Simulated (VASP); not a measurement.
# LiSb2Rh (R-3m) in VASP: density of states with PBE

Aim: the density of states of LiSb2Rh with PBE.

Everything below comes from runs of VASP 6.6.1. Logs are shortened: lines on timing, memory, paths and dates and some standing lists are left out, and cuts for length are marked.

### 1 The cell of the first run

It takes space group R-3m (No. 166, trigonal). Conventional cell: a = 3.851 Å, b = 3.851 Å, c = 18.235 Å, α = 90.00°, β = 90.00°, γ = 120.00°. Within 3.6 Å of Rh (site symmetry -3m) lie 6 Sb at 2.69 Å. Li (site symmetry -3m) has 6 Sb at 2.69 Å within 3.6 Å. Sb (site symmetry 3m) has 3 Li at 2.69 Å and 3 Rh at 2.69 Å within 3.6 Å.

### 2 Density of states, PBE

Contents of POSCAR:

```
LiSb2Rh
1.0
    3.8510824900      0.0000000000      0.0000000000
   -1.9255417500      3.3351394600      0.0000000000
   -1.9255417500      1.1117128200      6.0784245600
Rh Li Sb
1 1 2
Direct
    0.0000000000      0.0000000000      0.0000000000
    0.5000000000      0.5000000000      0.5000000000
    0.2500000000      0.7500000000      0.7500000000
    0.7500000000      0.2500000000      0.2500000000
```

Contents of INCAR.step1:

```
PREC     = Accurate       # precision mode
ENCUT    = 520            # plane-wave cutoff, eV
EDIFF    = 1E-7           # SCF threshold, eV
ISMEAR   = -1             # smearing method
SIGMA    = 0.1            # smearing width, eV
LREAL    = False          # projectors in reciprocal space
LASPH    = True           # aspherical terms in the spheres
NELM     = 100            # most SCF steps
ALGO     = Normal         # electronic algorithm
ISIF     = 2              # what is computed and relaxed
LWAVE    = False          # write WAVECAR
LCHARG   = True           # write CHGCAR
LMAXMIX  = 4              # l up to which the mixer works
GGA      = PE             # functional
NBANDS   = 22             # bands
```

Contents of KPOINTS.step1:

```
regular mesh
0
Gamma
  10 10 10
```

Contents of INCAR.step2:

```
PREC     = Accurate       # precision mode
ENCUT    = 520            # plane-wave cutoff, eV
EDIFF    = 1E-7           # SCF threshold, eV
ISMEAR   = -5             # smearing method
SIGMA    = 0.1            # smearing width, eV
LREAL    = False          # projectors in reciprocal space
LASPH    = True           # aspherical terms in the spheres
NELM     = 100            # most SCF steps
ALGO     = Normal         # electronic algorithm
ISIF     = 2              # what is computed and relaxed
LWAVE    = False          # write WAVECAR
LCHARG   = False          # write CHGCAR
LMAXMIX  = 4              # l up to which the mixer works
GGA      = PE             # functional
LORBIT   = 11             # projections on sites
NEDOS    = 1001           # points of the DOS
ICHARG   = 11             # starting density
```

Contents of KPOINTS.step2:

```
regular mesh
0
Gamma
  15 15 15
```

Potentials or basis: VASP PAW PBE potentials, release 64 (Rh_pv, Li_sv, Sb).

Command:

```sh
> cat potpaw_PBE.64/Rh_pv/POTCAR potpaw_PBE.64/Li_sv/POTCAR potpaw_PBE.64/Sb/POTCAR > POTCAR
> cp INCAR.step1 INCAR
> cp KPOINTS.step1 KPOINTS
> mpirun -np 1 vasp_std > vasp.out
> cp INCAR.step2 INCAR
> cp KPOINTS.step2 KPOINTS
> mpirun -np 1 vasp_std > vasp.out
```

OUTCAR:

```text
PREC = Accurate
   ENCUT = 520
   EDIFF = 1E-7
   ISMEAR = -5
   LREAL = False
   LASPH = True
   NELM = 100
   ISIF = 2
   GGA = PE
   LORBIT = 11
   ICHARG = 11

 ion  position               nearest neighbor table
   1  0.000  0.000  0.000-   4 2.69   3 2.69   4 2.69   3 2.69   4 2.69   3 2.69
   2  0.500  0.500  0.500-   3 2.69   4 2.69   4 2.69   3 2.69   3 2.69   4 2.69
   3  0.250  0.750  0.750-   1 2.69   2 2.69   2 2.69   1 2.69   1 2.69   2 2.69   4 3.77   4 3.77
                             4 3.77   4 3.77   4 3.77   4 3.77
   4  0.750  0.250  0.250-   2 2.69   1 2.69   2 2.69   1 2.69   2 2.69   1 2.69   3 3.77   3 3.77
                             3 3.77   3 3.77   3 3.77   3 3.77

  LATTYP: Found a trigonal (rhomboedric) cell.
 ALAT       =     6.4723150075
 COS(alpha) =     0.8229821016

  Lattice vectors:

 A1 = (  -1.9255417500,   1.1117128200,   6.0784245600)
 A2 = (  -0.0000000000,  -2.2234266400,   6.0784245600)
 A3 = (   1.9255407400,   1.1117128200,   6.0784245600)

Analysis of symmetry for initial positions (statically):
=====================================================================
 Subroutine PRICEL returns:
 Original cell was already a primitive cell.

 Routine SETGRP: Setting up the symmetry group for a
 trigonal (rhombohedral) supercell.

 Subroutine GETGRP returns: Found 12 space group operations
 (whereof 12 operations were pure point group operations)
 out of a pool of 12 trial point group operations.

The static configuration has the point symmetry D_3d.

Analysis of symmetry for dynamics (positions and initial velocities):
=====================================================================
 Subroutine PRICEL returns:
 Original cell was already a primitive cell.

 Routine SETGRP: Setting up the symmetry group for a
 trigonal (rhombohedral) supercell.

 Subroutine GETGRP returns: Found 12 space group operations
 (whereof 12 operations were pure point group operations)
 out of a pool of 12 trial point group operations.

The dynamic configuration has the point symmetry D_3d.

 Subroutine INISYM returns: Found 12 space group operations
 (whereof 12 operations are pure point group operations),
 and found     1 'primitive' translations

----------------------------------------------------------------------------------------

                                     Primitive cell

  volume of cell :      78.0707

  direct lattice vectors                    reciprocal lattice vectors
     3.851082490  0.000000000  0.000000000     0.259667250  0.149918808  0.054838794
    -1.925541750  3.335139460  0.000000000     0.000000000  0.299837537 -0.054838755
    -1.925541750  1.111712820  6.078424560     0.000000000  0.000000000  0.164516313

  length of vectors
     3.851082490  3.851086373  6.472315008     0.304811455  0.304811150  0.164516313

  position of ions in fractional coordinates (direct lattice)
     0.000000000  0.000000000  0.000000000
     0.500000000  0.500000000  0.500000000
     0.250000000  0.750000000  0.750000000
     0.750000000  0.250000000  0.250000000

  ion indices of the primitive-cell ions
   primitive index   ion index
                 1           1
                 2           2
                 3           3
                 4           4

----------------------------------------------------------------------------------------

 KPOINTS: regular mesh

Automatic generation of k-mesh.
 Grid dimensions read from file:
 generate k-points for:   15   15   15

 Generating k-lattice:

  Cartesian coordinates                     Fractional coordinates (reciprocal lattice)
     0.017311150  0.009994587  0.003655920     0.066666667  0.000000000 -0.000000000
     0.000000000  0.019989169 -0.003655917     0.000000000  0.066666667  0.000000000
     0.000000000  0.000000000  0.010967754     0.000000000  0.000000000  0.066666667

  Length of vectors
     0.020320764  0.020320743  0.010967754

  Shift w.r.t. Gamma in fractional coordinates (k-lattice)
     0.000000000  0.000000000  0.000000000

 TETIRR: Found   1695 inequivalent tetrahedra from    20250

 Subroutine IBZKPT returns following result:
 ===========================================

 Found    344 irreducible k-points:

 Following reciprocal coordinates:
            Coordinates               Weight
  0.000000  0.000000  0.000000      1.000000
  0.066667  0.000000  0.000000      6.000000
  0.133333  0.000000  0.000000      6.000000
  0.200000 -0.000000  0.000000      6.000000
  0.266667  0.000000  0.000000      6.000000
  0.333333 -0.000000 -0.000000      6.000000
[... 16 lines left out ...]
  0.133333  0.133333 -0.000000      6.000000
  0.200000  0.133333  0.000000     12.000000
 [... further k-points ...]
   k-points           NKPTS =    344   k-points in BZ     NKDIM =    344   number of bands    NBANDS=     18
   number of dos      NEDOS =   1001   number of ions     NIONS =      4
   total plane-waves  NPLWV =  43200
   dimension x,y,z NGX =    30 NGY =   30 NGZ =   48
   dimension x,y,z NGXF=    60 NGYF=   60 NGZF=   96
   ions per type =               1   1   2
   NGX,Y,Z   is equivalent  to a cutoff of  12.95, 12.95, 12.33 a.u.
   NGXF,Y,Z  is equivalent  to a cutoff of  25.90, 25.90, 24.66 a.u.
 SYSTEM =  unknown system
   PREC   = accura    normal or accurate (medium, high low for compatibility)
   ISTART =      0    job   : 0-new  1-cont  2-samecut
   ICHARG =     11    charge: 1-file 2-atom 10-const
   ISPIN  =      1    spin polarized calculation?
   LNONCOLLINEAR =      F non collinear calculations
   LSORBIT =      F    spin-orbit coupling
   LASPH  =      T    aspherical Exc in radial PAW
   ENCUT  =  520.0 eV  38.22 Ry    6.18 a.u.   7.16  7.16 12.03*2*pi/ulx,y,z
   NELM   =    100;   NELMIN=  2; NELMDL=  0     # of ELM steps
   EDIFF  = 0.1E-06   stopping-criterion for ELM
   LREAL  =      F    real-space projection
   EDIFFG = 0.1E-05   stopping-criterion for IOM
   NSW    =      0    number of steps for IOM
   IBRION =     -1    ionic relax: 0-MD 1-quasi-New 2-CG
   NFREE  =      0    steps in history (QN), initial steepest desc. (CG)
   ISIF   =      2    stress and relaxation
   ISYM   =      2    0-nonsym 1-usesym 2-fastsym
   POTIM  = 0.5000    time-step for ionic-motion
   TEBEG  =    0.0;   TEEND  =   0.0 temperature during run
   PSTRESS=    0.0 pullay stress
   NELECT =      28.0000    total number of electrons
   NUPDOWN=      -1.0000    fix difference up-down
   EMIN   =  10.00;   EMAX   =-10.00  energy-range for DOS
   EFERMI =   0.00;   METHOD = LEGACY
   ISMEAR =    -5;   SIGMA  =   0.10  broadening in eV -4-tet -1-fermi 0-gaus
   EFERMI_NEDOS =   21; number of points for ismear=-14 and -15
   IALGO  =     38    algorithm
   IMIX   =      4    mixing-type and parameters
     AMIX     =   0.40;   BMIX     =  1.00
     AMIX_MAG =   1.60;   BMIX_MAG =  1.00
  volume/ion in A,a.u.               =      19.52       131.71
  Fermi-wavevector in a.u.,A,eV,Ry     =   1.163139  2.198014 18.407213  1.352892
  Thomas-Fermi vector in A             =   2.299692
   LORBIT       =     11    0 simple, 1 ext, 2 COOP (PROOUT), +10 PAW based schemes
   GGA     = PE    functional components
   LHFCALC =     F    Hartree Fock is set to
   AEXX    =    0.0000 exact exchange contribution
   IVDW    =     0    specifies the selected vdW correction
   LEPSILON=     F    determine dielectric tensor
   LRPA    =     F    only Hartree local field effects (RPA)
 non-spin polarized calculation
 Fermi weights with tetrahedron method with Bloechl corrections
  energy-cutoff  :      520.00
  volume of cell :       78.07
 maximum number of plane-waves:      2119
 NGX is ok and might be reduce to    30

 number of electron      28.0000009 magnetization

 Free energy of the ion-electron system (eV)
  ---------------------------------------------------
  ext. energy  EPLUGINS =         0.00000000
  ---------------------------------------------------
  free energy    TOTEN  =       -18.19434875 eV

  energy without entropy =      -18.19434875  energy(sigma->0) =      -18.19434875

 E-fermi :   7.9153     XC(G=0): -10.6330

 val. band max:        7.9428647802   @ k =   0.0667  -0.4000   0.1333
 cond. band min:       7.9129299894   @ k =   0.2667  -0.4000   0.1333
 fundamental gap:     -0.0299347908
 Fermi energy:         7.9152839372

 k-point     1 :       0.0000    0.0000    0.0000
  band No.  band energies     occupation
      1     -38.5299      2.00000
      2     -38.0061      2.00000
      3     -37.9854      2.00000
      4     -37.9854      2.00000
      5      -3.4354      2.00000
      6      -0.9876      2.00000
[... 10 lines left out ...]
     17      11.2008      0.00000
     18      12.7602      0.00000

 k-point     2 :       0.0667    0.0000    0.0000
  band No.  band energies     occupation
      1     -38.5299      2.00000
      2     -38.0060      2.00000
      3     -37.9859      2.00000
      4     -37.9855      2.00000
      5      -3.3797      2.00000
      6      -0.9726      2.00000
[... 10 lines left out ...]
     17      10.9724      0.00000
     18      13.0541      0.00000

 k-point     3 :       0.1333    0.0000    0.0000
  band No.  band energies     occupation
      1     -38.5297      2.00000
      2     -38.0057      2.00000
      3     -37.9873      2.00000
      4     -37.9858      2.00000
      5      -3.2147      2.00000
      6      -0.9298      2.00000
[... 10 lines left out ...]
     17      10.6584      0.00000
     18      12.9441      0.00000

 k-point     4 :       0.2000   -0.0000    0.0000
  band No.  band energies     occupation
      1     -38.5295      2.00000
      2     -38.0052      2.00000
      3     -37.9894      2.00000
      4     -37.9863      2.00000
      5      -2.9474      2.00000
      6      -0.8658      2.00000
[... 375 lines left out ...]
      4     -37.9855      2.00000
      5      -3.3745      2.00000
      6      -0.9899      2.00000
[... 10 lines left out ...]
     17      10.8058      0.00000
     18      13.0761      0.00000

 k-point    23 :       0.1333    0.1333   -0.0000
  band No.  band energies     occupation
      1     -38.5294      2.00000
      2     -38.0050      2.00000
      3     -37.9902      2.00000
      4     -37.9868      2.00000
      5      -2.8096      2.00000
      6      -0.7833      2.00000
[... 10 lines left out ...]
     17      11.4555      0.00000
     18      13.8651      0.00000

 k-point    24 :       0.2000    0.1333    0.0000
  band No.  band energies     occupation
      1     -38.5292      2.00000
      2     -38.0045      2.00000
      3     -37.9921      2.00000
      4     -37.9875      2.00000
      5      -2.4690      2.00000
      6      -0.7121      2.00000
[... 10 lines left out ...]
     17      11.6909      0.00000
     18      13.8380      0.00000

 [... further k-points ...]

------------------------ aborting loop because EDIFF is reached ----------------------------------------

  FORCE on cell =-STRESS in cart. coord.  units (eV):
  Direction    XX          YY          ZZ          XY          YZ          ZX
  --------------------------------------------------------------------------------------
  -------------------------------------------------------------------------------------
  Total        1.7785128      1.7785173      2.2579755     -0.0000003     -0.0000001     -0.0000001
  in kB       36.4988960     36.4989877     46.3384979     -0.0000055     -0.0000025     -0.0000026
  external PRESSURE =      39.7787939 kB  Pullay stress =       0.0000000 kB

 VOLUME and BASIS-vectors are now :
 -----------------------------------------------------------------------------
  energy-cutoff  :      520.00
  volume of cell :       78.07
      direct lattice vectors                 reciprocal lattice vectors
     3.851082490  0.000000000  0.000000000     0.259667250  0.149918808  0.054838794
    -1.925541750  3.335139460  0.000000000     0.000000000  0.299837537 -0.054838755
    -1.925541750  1.111712820  6.078424560     0.000000000  0.000000000  0.164516313

 POSITION                                       TOTAL-FORCE (eV/Angst)
 -----------------------------------------------------------------------------------
      0.00000      0.00000      0.00000        -0.000000      0.000000      0.000000
     -0.00000      2.22343      3.03921        -0.000000      0.000000      0.000000
     -1.92554      3.33514      4.55882        -0.000000     -0.000000      1.151765
      1.92554      1.11171      1.51961         0.000000      0.000000     -1.151765
 -----------------------------------------------------------------------------------
    total drift:                                0.000000      0.000000      0.000000

  FREE ENERGIE OF THE ION-ELECTRON SYSTEM (eV)
  ---------------------------------------------------
  free  energy   TOTEN  =       -18.1943487512 eV

  energy  without entropy=      -18.1943487512  energy(sigma->0) =      -18.19434875

 total charge

# of ion       s       p       d       tot
------------------------------------------
    1        0.363   6.215   7.296  13.874
    2        2.031   0.072   0.000   2.103
    3        1.162   1.237   0.041   2.441
    4        1.162   1.237   0.041   2.441
--------------------------------------------------
tot          4.719   8.761   7.379  20.858
```

It took 7.3 min on 1 thread of Intel Xeon Platinum 8124M at 3.00GHz (Skylake/Cascade Lake), shared host; peak memory 0.6 GiB.

Results:

* Valence electrons inside the program's atomic spheres: Rh 13.87; Li 2.10; Sb 2.44

Levels at points of the mesh, in eV from the Fermi level:
```
           k point  band 10  band 11  band 12  band 13  band 14  band 15  band 16  band 17  band 18
(0.00, 0.00, 0.00)    -1.88    -1.88    -1.23     1.96     1.96     2.42     3.29     3.29     4.84
```

Caveat: the cutoff is under 1.25 times the usual one of these potentials, so pressure, stress and relaxed cells hold a basis-set (Pulay) error; spin-orbit coupling is left out, which moves the levels of the heavy elements; tetrahedron occupations give inexact forces and stress in metals.
